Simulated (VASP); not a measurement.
# NiSb (Breithauptite) (P6_3/mmc) in VASP: a series of runs

Aim: see how the results for NiSb (Breithauptite) move with the level of theory and the settings. Levels: PBE, PBEsol. Tasks: single point.

Everything below comes from runs of VASP 6.6.1. Logs are shortened: lines on timing, memory, paths and dates and some standing lists are left out, and cuts for length are marked.

**1. The cell of the first run**

It takes space group P6_3/mmc (No. 194, hexagonal). The conventional cell has a = 3.928 Å, b = 3.928 Å, c = 5.120 Å, α = 90.00°, β = 90.00°, γ = 120.00°. Sb (site symmetry -6m2) has 6 Ni at 2.60 Å within 3.4 Å. Ni (site symmetry -3m) has 2 Ni at 2.56 Å and 6 Sb at 2.60 Å within 3.4 Å.

**2. Single point, PBE, collinear spin, ferromagnetic start**

File INCAR:

```
PREC = Accurate
ENCUT = 520
EDIFF = 1E-6
ISMEAR = -1
SIGMA = 0.05
LREAL = False
LASPH = True
NELM = 150
ALGO = Normal
ISIF = 2
LWAVE = False
LCHARG = False
ISPIN = 2
MAGMOM = 0 0 1 1
LORBIT = 11
LMAXMIX = 4
GGA = PE
NBANDS = 27
```

File KPOINTS:

```
regular mesh
0
Gamma
  8 8 5
```

File POSCAR:

```
NiSb
1.0
    3.9280000000      0.0000000000      0.0000000000
   -1.9640000000      3.4017477861      0.0000000000
    0.0000000000      0.0000000000      5.1200000000
Sb Ni
2 2
Direct
    0.6666666667      0.3333333333      0.7500000000
    0.3333333333      0.6666666667      0.2500000000
    0.0000000000      0.0000000000      0.5000000000
    0.0000000000      0.0000000000      0.0000000000
```

Potentials or basis: VASP PAW PBE potentials, release 64 (Sb, Ni).

Started as:

```console
$ cat potpaw_PBE.64/Sb/POTCAR potpaw_PBE.64/Ni/POTCAR > POTCAR
$ mpirun -np 1 vasp_std > vasp.out
```

OUTCAR:

```text
PREC = Accurate
   ENCUT = 520
   EDIFF = 1E-6
   ISMEAR = -1
   LREAL = False
   LASPH = True
   NELM = 150
   ISIF = 2
   ISPIN = 2
   LORBIT = 11
   GGA = PE

 ion  position               nearest neighbor table
   1  0.667  0.333  0.750-   3 2.60   4 2.60   3 2.60   4 2.60   3 2.60   4 2.60   2 3.42   2 3.42
                             2 3.42   2 3.42   2 3.42   2 3.42
   2  0.333  0.667  0.250-   3 2.60   4 2.60   3 2.60   4 2.60   3 2.60   4 2.60   1 3.42   1 3.42
                             1 3.42   1 3.42   1 3.42   1 3.42
   3  0.000  0.000  0.500-   4 2.56   4 2.56   1 2.60   2 2.60   1 2.60   2 2.60   1 2.60   2 2.60

   4  0.000  0.000  0.000-   3 2.56   3 2.56   1 2.60   2 2.60   1 2.60   2 2.60   1 2.60   2 2.60

  LATTYP: Found a hexagonal cell.
 ALAT       =     3.9280000000
 C/A-ratio  =     1.3034623218

  Lattice vectors:

 A1 = (   3.9280000000,   0.0000000000,   0.0000000000)
 A2 = (  -1.9640000000,   3.4017477861,   0.0000000000)
 A3 = (   0.0000000000,   0.0000000000,   5.1200000000)

Analysis of symmetry for initial positions (statically):
=====================================================================
 Subroutine PRICEL returns:
 Original cell was already a primitive cell.

 Routine SETGRP: Setting up the symmetry group for a
 hexagonal supercell.

 Subroutine GETGRP returns: Found 24 space group operations
 (whereof 12 operations were pure point group operations)
 out of a pool of 24 trial point group operations.

The static configuration has the point symmetry D_3d.
 The point group associated with its full space group is D_6h.

Analysis of symmetry for dynamics (positions and initial velocities):
=====================================================================
 Subroutine PRICEL returns:
 Original cell was already a primitive cell.

 Routine SETGRP: Setting up the symmetry group for a
 hexagonal supercell.

 Subroutine GETGRP returns: Found 24 space group operations
 (whereof 12 operations were pure point group operations)
 out of a pool of 24 trial point group operations.

The dynamic configuration has the point symmetry D_3d.
 The point group associated with its full space group is D_6h.

Analysis of structural, dynamic, and magnetic symmetry:
=====================================================================
 Subroutine PRICEL returns:
 Original cell was already a primitive cell.

 Routine SETGRP: Setting up the symmetry group for a
 hexagonal supercell.

 Subroutine GETGRP returns: Found 24 space group operations
 (whereof 12 operations were pure point group operations)
[... 131 lines left out ...]
   LORBIT       =     11    0 simple, 1 ext, 2 COOP (PROOUT), +10 PAW based schemes
   GGA     = PE    functional components
   LHFCALC =     F    Hartree Fock is set to
   AEXX    =    0.0000 exact exchange contribution
   IVDW    =     0    specifies the selected vdW correction
   LEPSILON=     F    determine dielectric tensor
   LRPA    =     F    only Hartree local field effects (RPA)
 spin polarized calculation
  energy-cutoff  :      520.00
  volume of cell :       68.41
 maximum number of plane-waves:      1867
 NGX is ok and might be reduce to    30
   NGX = 15   NGY = 15   NGZ = 19

 number of electron      30.0000034 magnetization      -0.0016620

 number of electron      30.0000034 magnetization       0.0015458

 Free energy of the ion-electron system (eV)
  ---------------------------------------------------
  ext. energy  EPLUGINS =         0.00000000
  ---------------------------------------------------
  free energy    TOTEN  =       -20.29226435 eV

  energy without entropy =      -20.27271885  energy(sigma->0) =      -20.28249160

 E-fermi :  10.0325     XC(G=0): -11.5322

 val. band max:       10.0209062041   @ k =   0.0000   0.0000   0.0000
 cond. band min:      10.0354068181   @ k =   0.1250   0.0000   0.0000
 fundamental gap:      0.0145006139
 Fermi energy:        10.0324834600

 spin component 1

 k-point     1 :       0.0000    0.0000    0.0000
  band No.  band energies     occupation
      1      -2.9322      1.00000
      2       1.6358      1.00000
      3       3.7999      1.00000
      4       6.1205      1.00000
      5       6.1205      1.00000
      6       6.8832      1.00000
[... 709 lines left out ...]
     26      20.8742      0.00000
     27      21.7020      0.00000

 [... further k-points ...]

 spin component 2

 k-point     1 :       0.0000    0.0000    0.0000
  band No.  band energies     occupation
      1      -2.9321      1.00000
      2       1.6359      1.00000
      3       3.8001      1.00000
      4       6.1208      1.00000
      5       6.1208      1.00000
      6       6.8836      1.00000
[... 709 lines left out ...]
     26      20.8744      0.00000
     27      21.7022      0.00000

 [... further k-points ...]
[... 5 lines left out ...]
  --------------------------------------------------------------------------------------
  -------------------------------------------------------------------------------------
  Total        1.6415341      1.6415341      1.4255954     -0.0000000     -0.0000000     -0.0000000
  in kB       38.4429698     38.4429698     33.3859175     -0.0000000     -0.0000000     -0.0000000
  external PRESSURE =      36.7572857 kB  Pullay stress =       0.0000000 kB

 VOLUME and BASIS-vectors are now :
 -----------------------------------------------------------------------------
  energy-cutoff  :      520.00
  volume of cell :       68.41
      direct lattice vectors                 reciprocal lattice vectors
     3.928000000  0.000000000  0.000000000     0.254582485  0.146983266  0.000000000
    -1.964000000  3.401747786  0.000000000     0.000000000  0.293966532  0.000000000
     0.000000000  0.000000000  5.120000000     0.000000000  0.000000000  0.195312500

 POSITION                                       TOTAL-FORCE (eV/Angst)
 -----------------------------------------------------------------------------------
      1.96400      1.13392      3.84000         0.000000     -0.000000      0.000000
     -0.00000      2.26783      1.28000        -0.000000      0.000000      0.000000
      0.00000      0.00000      2.56000         0.000000     -0.000000      0.000000
      0.00000      0.00000      0.00000         0.000000     -0.000000      0.000000
 -----------------------------------------------------------------------------------
    total drift:                               -0.000000      0.000000     -0.000000

  FREE ENERGIE OF THE ION-ELECTRON SYSTEM (eV)
  ---------------------------------------------------
  free  energy   TOTEN  =       -20.2922643517 eV

  energy  without entropy=      -20.2727188460  energy(sigma->0) =      -20.28249160

 total charge

# of ion       s       p       d       tot
------------------------------------------
    1        1.130   1.224   0.076   2.430
    2        1.130   1.224   0.076   2.430
    3        0.450   0.487   8.465   9.403
    4        0.450   0.487   8.465   9.403
--------------------------------------------------
tot          3.161   3.422  17.083  23.666

 magnetization (x)

# of ion       s       p       d       tot
------------------------------------------
    1        0.000   0.000  -0.000   0.000
    2        0.000   0.000  -0.000   0.000
    3        0.000   0.000   0.000   0.000
    4        0.000   0.000   0.000   0.000
--------------------------------------------------
tot          0.000   0.000   0.000   0.000
```

OSZICAR:

```text
N       E                     dE             d eps       ncg     rms          rms(c)
DAV:   1     0.177472069436E+03    0.17747E+03   -0.11845E+04  3240   0.115E+03
DAV:   2    -0.104320434305E+02   -0.18790E+03   -0.17584E+03  3292   0.256E+02
DAV:   3    -0.212902900581E+02   -0.10858E+02   -0.10487E+02  3824   0.729E+01
DAV:   4    -0.215284393177E+02   -0.23815E+00   -0.23761E+00  3819   0.100E+01
DAV:   5    -0.215363224538E+02   -0.78831E-02   -0.78826E-02  4084   0.191E+00    0.142E+01
DAV:   6    -0.243299451351E+02   -0.27936E+01   -0.18993E+01  3749   0.765E+01    0.178E+01
DAV:   7    -0.203185991238E+02    0.40113E+01   -0.85111E+00  3921   0.544E+01    0.331E+00
DAV:   8    -0.203315476288E+02   -0.12949E-01   -0.61020E-01  4416   0.624E+00    0.233E+00
DAV:   9    -0.202911655551E+02    0.40382E-01   -0.13380E-01  3913   0.531E+00    0.668E-01
DAV:  10    -0.202920835489E+02   -0.91799E-03   -0.42103E-03  3968   0.568E-01    0.311E-01
DAV:  11    -0.202923495622E+02   -0.26601E-03   -0.88342E-04  3976   0.390E-01    0.162E-01
DAV:  12    -0.202922627655E+02    0.86797E-04   -0.43606E-04  4001   0.330E-01    0.492E-02
DAV:  13    -0.202922652352E+02   -0.24698E-05   -0.46481E-05  4216   0.777E-02    0.255E-02
DAV:  14    -0.202922643517E+02    0.88348E-06   -0.39017E-06  3570   0.156E-02
   1 F= -.20292264E+02 E0= -.20282492E+02  d E =-.195455E-01  mag=    -0.0000
```

stdout:

```text
POSCAR found type information on POSCAR SbNi
 POSCAR found :  2 types and       4 ions
 scaLAPACK will be used
 LDA part: xc-table for (Slater+PW92), standard interpolation
 POSCAR, INCAR and KPOINTS ok, starting setup
 FFT: planning ... GRIDC
 FFT: planning ... GRID_SOFT
 FFT: planning ... GRID
 WAVECAR not read
 entering main loop
```

It took 2 min on 1 thread of Intel Xeon Platinum 8259CL at 2.50GHz (Skylake/Cascade Lake), shared host; peak memory 0.26 GiB.

Results:

```yaml
Free_energy: -20.2923 eV
Pressure: 3.7 GPa
Band_gap_on_the_k_mesh: zero (filled and empty bands overlap)
Net_moment: 0.00 μB per cell
Valence_electrons_inside_the_program's_atomic_spheres: Sb 2.43; Ni 9.40
```

Caveat: spin-orbit coupling is left out, which moves the levels of the heavy elements.

**3. Single point, PBEsol, collinear spin, ferromagnetic start**

This run uses another cell than the first one, of 16.08 Å³/atom, 0.940 times its volume.

File INCAR:

```
PREC = Accurate
ENCUT = 520
EDIFF = 1E-7
ISMEAR = -1
SIGMA = 0.05
LREAL = F
LASPH = T
NELM = 150
ALGO = Normal
ISIF = 2
LWAVE = F
LCHARG = T
ISPIN = 2
MAGMOM = 0 0 1 1
LORBIT = 11
LMAXMIX = 4
GGA = PS
LELF = T
LVHAR = T
NBANDS = 27
```

File KPOINTS:

```
Automatic mesh
0
Gamma
  8 8 5
```

File POSCAR:

```
NiSb
1.0
    3.8478142350      0.0000000000      0.0000000000
   -1.9239071175      3.3323048766      0.0000000000
    0.0000000000      0.0000000000      5.0154808766
Sb Ni
2 2
Direct
    0.6666666667      0.3333333333      0.7500000000
    0.3333333333      0.6666666667      0.2500000000
    0.0000000000      0.0000000000      0.5000000000
    0.0000000000      0.0000000000      0.0000000000
```

Potentials or basis: VASP PAW PBE potentials, release 64 (Sb, Ni).

Started as:

```console
$ cat potpaw_PBE.64/Sb/POTCAR potpaw_PBE.64/Ni/POTCAR > POTCAR
$ mpirun -np 1 vasp_std > vasp.out
```

It took 3.1 min on 1 thread of AMD EPYC 7R13 (Zen 3), shared host; peak memory 0.22 GiB.

Results (log left out):

| Property | Result |
| --- | --- |
| Free energy | -22.6249 eV |
| Pressure | 6.7 GPa |
| Band gap on the k mesh | zero (filled and empty bands overlap) |
| Net moment | 0.00 μB per cell |
| Valence electrons inside the program's atomic spheres | Sb 2.48; Ni 9.53 |

Stress tensor (GPa, compression positive):
```
7.04 0.00 0.00
0.00 7.04 0.00
0.00 0.00 6.05
```

Levels at points of the mesh, in eV from the Fermi level:
Spin up:
| k point | band 13 | band 14 | band 15 | band 16 | band 17 | band 18 |
| --- | --- | --- | --- | --- | --- | --- |
| (0.00, 0.00, 0.00) | -0.02 | 0.65 | 0.65 | 2.68 | 2.68 | 3.20 |
| (0.50, 0.00, 0.00) | -1.75 | -1.53 | -1.45 | -0.24 | 1.24 | 3.47 |
Spin down:
```csv
k point,band 13,band 14,band 15,band 16,band 17,band 18
"(0.00, 0.00, 0.00)",-0.02,0.65,0.65,2.68,2.68,3.20
"(0.50, 0.00, 0.00)",-1.75,-1.53,-1.45,-0.24,1.24,3.47
```

Caveat: the PAW data sets were made with another functional, which shifts forces and pressure a little; spin-orbit coupling is left out, which moves the levels of the heavy elements.

**4. Single point, PBEsol, collinear spin, ferromagnetic start**

This run uses another cell than the first one, of 17.45 Å³/atom, 1.020 times its volume.

File INCAR:

```
SYSTEM = NiSb
PREC = Accurate
ENCUT = 520
EDIFF = 1E-6
ISMEAR = -1
SIGMA = 0.05
LREAL = .FALSE.
LASPH = .TRUE.
NELM = 150
ALGO = Normal
ISIF = 2
LWAVE = .FALSE.
LCHARG = .TRUE.
ISPIN = 2
MAGMOM = 0 0 1 1
LORBIT = 11
LMAXMIX = 4
GGA = PS
LELF = .TRUE.
LVHAR = .TRUE.
NBANDS = 27
```

File KPOINTS:

```
regular mesh
0
G
  8 8 5
  0 0 0
```

File POSCAR:

```
NiSb
1.0
    3.9540140032      0.0000000000      0.0000000000
   -1.9770070016      3.4242765737      0.0000000000
    0.0000000000      0.0000000000      5.1539082729
Sb Ni
2 2
Direct
    0.6666666667      0.3333333333      0.7500000000
    0.3333333333      0.6666666667      0.2500000000
    0.0000000000      0.0000000000      0.5000000000
    0.0000000000      0.0000000000      0.0000000000
```

Started as:

```console
$ cat potpaw_PBE.64/Sb/POTCAR potpaw_PBE.64/Ni/POTCAR > POTCAR
$ mpirun -np 1 vasp_std > vasp.out
```

Wall time 2.3 min (1 thread of AMD EPYC 7R13 (Zen 3), shared host); peak memory 0.23 GiB.

Results (log left out):

```
Free energy                                           : -22.6525 eV
Pressure                                              : -4.1 GPa
Band gap on the k mesh                                : zero (filled and empty bands overlap)
Net moment                                            : 0.00 μB per cell
Valence electrons inside the program's atomic spheres : Sb 2.42; Ni 9.37
```

Stress tensor (GPa, compression positive):
```
-3.91  0.00  0.00
 0.00 -3.91  0.00
 0.00  0.00 -4.58
```

Levels at points of the mesh, in eV from the Fermi level:
Spin up:
| k point | band 13 | band 14 | band 15 | band 16 | band 17 | band 18 |
| --- | --- | --- | --- | --- | --- | --- |
| (0.00, 0.00, 0.00) | 0.01 | 0.62 | 0.62 | 2.48 | 2.48 | 3.12 |
| (0.50, 0.00, 0.00) | -1.52 | -1.32 | -1.25 | -0.36 | 1.16 | 3.44 |
Spin down:
```tsv
k point	band 11	band 12	band 13	band 14	band 15	band 16	band 17	band 18	band 19	band 20
(0.00, 0.00, 0.00)	-1.26	-1.26	0.01	0.62	0.62	2.48	2.48	3.12	3.99	5.19
(0.50, 0.00, 0.00)	-1.99	-1.78	-1.52	-1.32	-1.25	-0.36	1.16	3.44	3.94	5.37
```

Caveat: the PAW data sets were made with another functional, which shifts forces and pressure a little; spin-orbit coupling is left out, which moves the levels of the heavy elements.

**5. Single point, PBE, collinear spin, zero start**

File INCAR:

```
ALGO = Normal
EDIFF = 1E-6
ENCUT = 520
GGA = PE
ISIF = 2
ISMEAR = -1
ISPIN = 2
LASPH = True
LCHARG = False
LMAXMIX = 4
LORBIT = 11
LREAL = False
LWAVE = False
MAGMOM = 0 0 0 0
NBANDS = 27
NELM = 150
NUPDOWN = 0.0
PREC = Accurate
SIGMA = 0.05
```

File KPOINTS:

```
k-points
0
Gamma
  7 7 5
```

File POSCAR:

```
NiSb
1.0
    3.9280000000      0.0000000000      0.0000000000
   -1.9640000000      3.4017477861      0.0000000000
    0.0000000000      0.0000000000      5.1200000000
Sb Ni
2 2
Direct
    0.6666666667      0.3333333333      0.7500000000
    0.3333333333      0.6666666667      0.2500000000
    0.0000000000      0.0000000000      0.5000000000
    0.0000000000      0.0000000000      0.0000000000
```

Started as:

```console
$ cat potpaw_PBE.64/Sb/POTCAR potpaw_PBE.64/Ni/POTCAR > POTCAR
$ mpirun -np 1 vasp_std > vasp.out
```

It took 2.4 min on 1 thread of Oxide Virtual Turin-like, shared host; peak memory 0.21 GiB.

Results (log left out):

* Free energy: -20.2979 eV
* Pressure: 3.6 GPa
* Net moment: 0.00 μB per cell
* Valence electrons inside the program's atomic spheres: Sb 2.43; Ni 9.40

Stress tensor (GPa, compression positive):
```
3.76 0.00 0.00
0.00 3.76 0.00
0.00 0.00 3.43
```

Caveat: spin-orbit coupling is left out, which moves the levels of the heavy elements; the total moment is fixed, so each spin has its own Fermi level.

**6. The runs side by side**

```tsv
level	spin	fixed moment (μB)	cell	k mesh	gap on the mesh (eV)	pressure (GPa)	moment (μB)
PBE	collinear, ferromagnetic start	-	a = 3.928, b = 3.928, c = 5.120 Å, angles 90.0, 90.0, 120.0°, 4 atoms	8 × 8 × 5	none	3.7	0.00
PBEsol	collinear, ferromagnetic start	-	a = 3.848, b = 3.848, c = 5.015 Å, angles 90.0, 90.0, 120.0°, 4 atoms	8 × 8 × 5	none	6.7	0.00
PBEsol	collinear, ferromagnetic start	-	a = 3.954, b = 3.954, c = 5.154 Å, angles 90.0, 90.0, 120.0°, 4 atoms	8 × 8 × 5	none	-4.1	0.00
PBE	collinear, zero start	0.0	a = 3.928, b = 3.928, c = 5.120 Å, angles 90.0, 90.0, 120.0°, 4 atoms	7 × 7 × 5	-	3.6	0.00
```

Alike in all rows: task single point; potentials or basis VASP PAW PBE potentials, release 64 (Sb, Ni); cutoff (eV) 520; smearing fermi-dirac 0.05 eV.

Caveats: spin-orbit coupling is left out, which moves the levels of the heavy elements; the PAW data sets were made with another functional, which shifts forces and pressure a little (some runs); the total moment is fixed, so each spin has its own Fermi level (some runs).

Absolute energies hang on the potentials; compare differences alone.
